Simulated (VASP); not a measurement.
# ZnBi3 (I4/mmm) in VASP: a series of runs

The runs below take ZnBi3 through single point, with PBE.

Everything below comes from runs of VASP 6.6.1. Logs are shortened: lines on timing, memory, paths and dates and some standing lists are left out, and cuts for length are marked.

## 1. The cell of the first run

Symmetry: I4/mmm, No. 139, tetragonal system. Conventional cell: a = 4.977 Å, b = 4.977 Å, c = 9.002 Å, α = 90.00°, β = 90.00°, γ = 90.00°. Within 4.4 Å of Bi (site symmetry 4/mmm) lie 8 Bi at 3.36 Å and 4 Zn at 3.52 Å. Bi (site symmetry -4m2) has 8 Bi at 3.36 to 3.52 Å and 4 Zn at 3.36 Å within 4.4 Å. Within 4.4 Å of Zn (site symmetry 4/mmm) lie 12 Bi at 3.36 to 3.52 Å.

## 2. Single point, PBE

INCAR reads:

```
  PREC = Accurate
  ENCUT = 520
  EDIFF = 1E-7
  ISMEAR = -1
  SIGMA = 0.05
  LREAL = False
  LASPH = True
  NELM = 80
  ALGO = Fast
  ISIF = 2
  LWAVE = False
  LCHARG = True
  GGA = PE
  LELF = True
  LVHAR = True
  NBANDS = 36
```

KPOINTS reads:

```
Automatic mesh
0
Gamma
  8 8 8
```

POSCAR reads:

```
ZnBi3
1.0
   -2.4885737125      2.4885737125      4.5012405079
    2.4885737125     -2.4885737125      4.5012405079
    2.4885737125      2.4885737125     -4.5012405079
Bi Zn
3 1
Direct
    0.5000000000      0.5000000000      0.0000000000
    0.2500000000      0.7500000000      0.5000000000
    0.7500000000      0.2500000000      0.5000000000
    0.0000000000      0.0000000000      0.0000000000
```

Potentials or basis: VASP PAW PBE potentials, release 64 (Bi_d, Zn).

Command:

```console
cat potpaw_PBE.64/Bi_d/POTCAR potpaw_PBE.64/Zn/POTCAR > POTCAR
mpirun -np 1 vasp_std > vasp.out
```

OUTCAR:

```text
PREC = Accurate
   ENCUT = 520
   EDIFF = 1E-7
   ISMEAR = -1
   LREAL = False
   LASPH = True
   NELM = 80
   ISIF = 2
   GGA = PE

 ion  position               nearest neighbor table
   1  0.500  0.500  0.000-   2 3.36   3 3.36   2 3.36   3 3.36   2 3.36   3 3.36   2 3.36   3 3.36

   2  0.250  0.750  0.500-   4 3.36   1 3.36   1 3.36   4 3.36   1 3.36   4 3.36   4 3.36   1 3.36
                             3 3.52   3 3.52   3 3.52   3 3.52
   3  0.750  0.250  0.500-   1 3.36   4 3.36   1 3.36   4 3.36   1 3.36   4 3.36   1 3.36   4 3.36
                             2 3.52   2 3.52   2 3.52   2 3.52
   4  0.000  0.000  0.000-   3 3.36   2 3.36   2 3.36   3 3.36   2 3.36   3 3.36   3 3.36   2 3.36

  LATTYP: Found a body centered tetragonal cell.
 ALAT       =     4.9771474250
 C/A-ratio  =     1.8087631824

  Lattice vectors:

 A1 = (  -2.4885737125,   2.4885737125,   4.5012405079)
 A2 = (   2.4885737125,  -2.4885737125,   4.5012405079)
 A3 = (   2.4885737125,   2.4885737125,  -4.5012405079)

Analysis of symmetry for initial positions (statically):
=====================================================================
 Subroutine PRICEL returns:
 Original cell was already a primitive cell.

 Routine SETGRP: Setting up the symmetry group for a
 body centered tetragonal supercell.

 Subroutine GETGRP returns: Found 16 space group operations
 (whereof 16 operations were pure point group operations)
 out of a pool of 16 trial point group operations.

The static configuration has the point symmetry D_4h.

Analysis of symmetry for dynamics (positions and initial velocities):
=====================================================================
 Subroutine PRICEL returns:
 Original cell was already a primitive cell.

 Routine SETGRP: Setting up the symmetry group for a
 body centered tetragonal supercell.

 Subroutine GETGRP returns: Found 16 space group operations
 (whereof 16 operations were pure point group operations)
 out of a pool of 16 trial point group operations.

The dynamic configuration has the point symmetry D_4h.

 Subroutine INISYM returns: Found 16 space group operations
 (whereof 16 operations are pure point group operations),
 and found     1 'primitive' translations

----------------------------------------------------------------------------------------

                                     Primitive cell

  volume of cell :     111.5047

  direct lattice vectors                    reciprocal lattice vectors
    -2.488573713  2.488573713  4.501240508     0.000000000  0.200918300  0.111080490
     2.488573713 -2.488573713  4.501240508     0.200918300  0.000000000  0.111080490
     2.488573713  2.488573713 -4.501240508     0.200918300  0.200918300  0.000000000

  length of vectors
     5.713769715  5.713769715  5.713769715     0.229580135  0.229580135  0.284141385

  position of ions in fractional coordinates (direct lattice)
     0.500000000  0.500000000  0.000000000
     0.250000000  0.750000000  0.500000000
     0.750000000  0.250000000  0.500000000
     0.000000000  0.000000000  0.000000000

  ion indices of the primitive-cell ions
   primitive index   ion index
                 1           1
                 2           2
                 3           3
                 4           4

----------------------------------------------------------------------------------------

 KPOINTS: Automatic mesh

Automatic generation of k-mesh.
 Grid dimensions read from file:
 generate k-points for:    8    8    8

 Generating k-lattice:

  Cartesian coordinates                     Fractional coordinates (reciprocal lattice)
     0.000000000  0.025114788  0.013885061     0.125000000  0.000000000 -0.000000000
     0.025114788  0.000000000  0.013885061     0.000000000  0.125000000 -0.000000000
     0.025114788  0.025114788  0.000000000     0.000000000  0.000000000  0.125000000

  Length of vectors
     0.028697517  0.028697517  0.035517673

  Shift w.r.t. Gamma in fractional coordinates (k-lattice)
     0.000000000  0.000000000  0.000000000

 Subroutine IBZKPT returns following result:
 ===========================================

 Found     59 irreducible k-points:

 Following reciprocal coordinates:
            Coordinates               Weight
  0.000000  0.000000  0.000000      1.000000
  0.125000  0.000000 -0.000000      8.000000
  0.250000  0.000000 -0.000000      8.000000
  0.375000  0.000000 -0.000000      8.000000
  0.500000  0.000000 -0.000000      4.000000
  0.125000  0.125000 -0.000000      8.000000
[... 16 lines left out ...]
  0.250000  0.125000  0.125000     16.000000
  0.375000  0.125000  0.125000      8.000000
 [... further k-points ...]
   k-points           NKPTS =     59   k-points in BZ     NKDIM =     59   number of bands    NBANDS=     36
   number of dos      NEDOS =    301   number of ions     NIONS =      4
   total plane-waves  NPLWV =  74088
   dimension x,y,z NGX =    42 NGY =   42 NGZ =   42
   dimension x,y,z NGXF=    84 NGYF=   84 NGZF=   84
   ions per type =               3   1
   NGX,Y,Z   is equivalent  to a cutoff of  12.22, 12.22, 12.22 a.u.
   NGXF,Y,Z  is equivalent  to a cutoff of  24.44, 24.44, 24.44 a.u.
 SYSTEM =  unknown system
   PREC   = accura    normal or accurate (medium, high low for compatibility)
   ISTART =      0    job   : 0-new  1-cont  2-samecut
   ICHARG =      2    charge: 1-file 2-atom 10-const
   ISPIN  =      1    spin polarized calculation?
   LNONCOLLINEAR =      F non collinear calculations
   LSORBIT =      F    spin-orbit coupling
   LASPH  =      T    aspherical Exc in radial PAW
   ENCUT  =  520.0 eV  38.22 Ry    6.18 a.u.  10.62 10.62 10.62*2*pi/ulx,y,z
   NELM   =     80;   NELMIN=  2; NELMDL= -5     # of ELM steps
   EDIFF  = 0.1E-06   stopping-criterion for ELM
   LREAL  =      F    real-space projection
   EDIFFG = 0.1E-05   stopping-criterion for IOM
   NSW    =      0    number of steps for IOM
   IBRION =     -1    ionic relax: 0-MD 1-quasi-New 2-CG
   NFREE  =      0    steps in history (QN), initial steepest desc. (CG)
   ISIF   =      2    stress and relaxation
   ISYM   =      2    0-nonsym 1-usesym 2-fastsym
   POTIM  = 0.5000    time-step for ionic-motion
   TEBEG  =    0.0;   TEEND  =   0.0 temperature during run
   PSTRESS=    0.0 pullay stress
   NELECT =      57.0000    total number of electrons
   NUPDOWN=      -1.0000    fix difference up-down
   EMIN   =  10.00;   EMAX   =-10.00  energy-range for DOS
   EFERMI =   0.00;   METHOD = LEGACY
   ISMEAR =    -1;   SIGMA  =   0.05  broadening in eV -4-tet -1-fermi 0-gaus
   EFERMI_NEDOS =   21; number of points for ismear=-14 and -15
   IALGO  =     68    algorithm
   IMIX   =      4    mixing-type and parameters
     AMIX     =   0.40;   BMIX     =  1.00
     AMIX_MAG =   1.60;   BMIX_MAG =  1.00
  volume/ion in A,a.u.               =      27.88       188.12
  Fermi-wavevector in a.u.,A,eV,Ry     =   1.308987  2.473627 23.312866  1.713447
  Thomas-Fermi vector in A             =   2.439617
   LORBIT       =      0    0 simple, 1 ext, 2 COOP (PROOUT), +10 PAW based schemes
   GGA     = PE    functional components
   LHFCALC =     F    Hartree Fock is set to
   AEXX    =    0.0000 exact exchange contribution
   IVDW    =     0    specifies the selected vdW correction
   LEPSILON=     F    determine dielectric tensor
   LRPA    =     F    only Hartree local field effects (RPA)
 non-spin polarized calculation
 RMM-DIIS sequential band-by-band and
  energy-cutoff  :      520.00
  volume of cell :      111.50
 maximum number of plane-waves:      3020
   NGX = 21   NGY = 21   NGZ = 21

 number of electron      57.0000001 magnetization

 Free energy of the ion-electron system (eV)
  ---------------------------------------------------
  ext. energy  EPLUGINS =         0.00000000
  ---------------------------------------------------
  free energy    TOTEN  =       -11.99100831 eV

  energy without entropy =      -11.97148058  energy(sigma->0) =      -11.98124444

 E-fermi :   7.0388     XC(G=0): -10.3385

 val. band max:        7.0271030890   @ k =  -0.2500   0.5000   0.1250
 cond. band min:       7.0463146027   @ k =   0.5000   0.2500  -0.0000
 fundamental gap:      0.0192115136
 Fermi energy:         7.0387737105

 k-point     1 :       0.0000    0.0000    0.0000
  band No.  band energies     occupation
      1     -16.1064      2.00000
      2     -16.1064      2.00000
      3     -16.0974      2.00000
      4     -16.0843      2.00000
      5     -16.0769      2.00000
      6     -15.9960      2.00000
[... 28 lines left out ...]
     35      12.5558      0.00000
     36      14.3287      0.00000

 k-point     2 :       0.1250    0.0000   -0.0000
  band No.  band energies     occupation
      1     -16.1101      2.00000
      2     -16.1067      2.00000
      3     -16.0919      2.00000
      4     -16.0828      2.00000
      5     -16.0792      2.00000
      6     -15.9950      2.00000
[... 28 lines left out ...]
     35      13.1189      0.00000
     36      13.1723      0.00000

 k-point     3 :       0.2500    0.0000   -0.0000
  band No.  band energies     occupation
      1     -16.1187      2.00000
      2     -16.1071      2.00000
      3     -16.0870      2.00000
      4     -16.0785      2.00000
      5     -16.0733      2.00000
      6     -15.9875      2.00000
[... 28 lines left out ...]
     35      12.5499      0.00000
     36      13.5088      0.00000

 k-point     4 :       0.3750    0.0000   -0.0000
  band No.  band energies     occupation
      1     -16.1270      2.00000
      2     -16.1057      2.00000
      3     -16.0917      2.00000
      4     -16.0659      2.00000
      5     -16.0632      2.00000
      6     -15.9673      2.00000
[... 28 lines left out ...]
     35      11.6163      0.00000
     36      12.9521      0.00000

 k-point     5 :       0.5000    0.0000   -0.0000
  band No.  band energies     occupation
      1     -16.1304      2.00000
      2     -16.1045      2.00000
      3     -16.0932      2.00000
      4     -16.0611      2.00000
      5     -16.0583      2.00000
      6     -15.9393      2.00000
[... 655 lines left out ...]
 k-point    22 :       0.1250    0.1250    0.1250
  band No.  band energies     occupation
      1     -16.1160      2.00000
      2     -16.0990      2.00000
      3     -16.0905      2.00000
      4     -16.0753      2.00000
      5     -16.0665      2.00000
      6     -15.9876      2.00000
[... 28 lines left out ...]
     35      12.6432      0.00000
     36      12.7456      0.00000

 k-point    23 :       0.2500    0.1250    0.1250
  band No.  band energies     occupation
      1     -16.1160      2.00000
      2     -16.0992      2.00000
      3     -16.0940      2.00000
      4     -16.0668      2.00000
      5     -16.0622      2.00000
      6     -15.9810      2.00000
[... 28 lines left out ...]
     35      12.5400      0.00000
     36      12.9635      0.00000

 k-point    24 :       0.3750    0.1250    0.1250
  band No.  band energies     occupation
      1     -16.1155      2.00000
      2     -16.0996      2.00000
      3     -16.0954      2.00000
      4     -16.0632      2.00000
      5     -16.0595      2.00000
      6     -15.9660      2.00000
[... 28 lines left out ...]
     35      12.1476      0.00000
     36      12.4327      0.00000

 [... further k-points ...]
[... 5 lines left out ...]
  --------------------------------------------------------------------------------------
  -------------------------------------------------------------------------------------
  Total        1.4300766      1.4300766      1.9031811      0.0000000      0.0000000     -0.0000000
  in kB       20.5483365     20.5483365     27.3462307      0.0000000      0.0000000     -0.0000000
  external PRESSURE =      22.8143012 kB  Pullay stress =       0.0000000 kB

 VOLUME and BASIS-vectors are now :
 -----------------------------------------------------------------------------
  energy-cutoff  :      520.00
  volume of cell :      111.50
      direct lattice vectors                 reciprocal lattice vectors
    -2.488573713  2.488573713  4.501240508     0.000000000  0.200918300  0.111080490
     2.488573713 -2.488573713  4.501240508     0.200918300  0.000000000  0.111080490
     2.488573713  2.488573713 -4.501240508     0.200918300  0.200918300  0.000000000

 POSITION                                       TOTAL-FORCE (eV/Angst)
 -----------------------------------------------------------------------------------
      0.00000      0.00000      4.50124        -0.000000     -0.000000      0.000000
      2.48857      0.00000      2.25062         0.000000     -0.000000      0.000000
      0.00000      2.48857      2.25062         0.000000      0.000000     -0.000000
      0.00000      0.00000      0.00000        -0.000000     -0.000000      0.000000
 -----------------------------------------------------------------------------------
    total drift:                               -0.000000     -0.000000      0.000000

  FREE ENERGIE OF THE ION-ELECTRON SYSTEM (eV)
  ---------------------------------------------------
  free  energy   TOTEN  =       -11.9910083131 eV

  energy  without entropy=      -11.9714805750  energy(sigma->0) =      -11.98124444
```

Run time: 2.5 min. Hardware: 1 thread of Intel Xeon 6975P-C (Granite Rapids), shared host; peak memory 0.38 GiB.

Results:

- Free energy: -11.9910 eV
- Pressure: 2.3 GPa

Caveat: spin-orbit coupling is left out, which moves the levels of the heavy elements.

(Continued in part 2 of 3.)
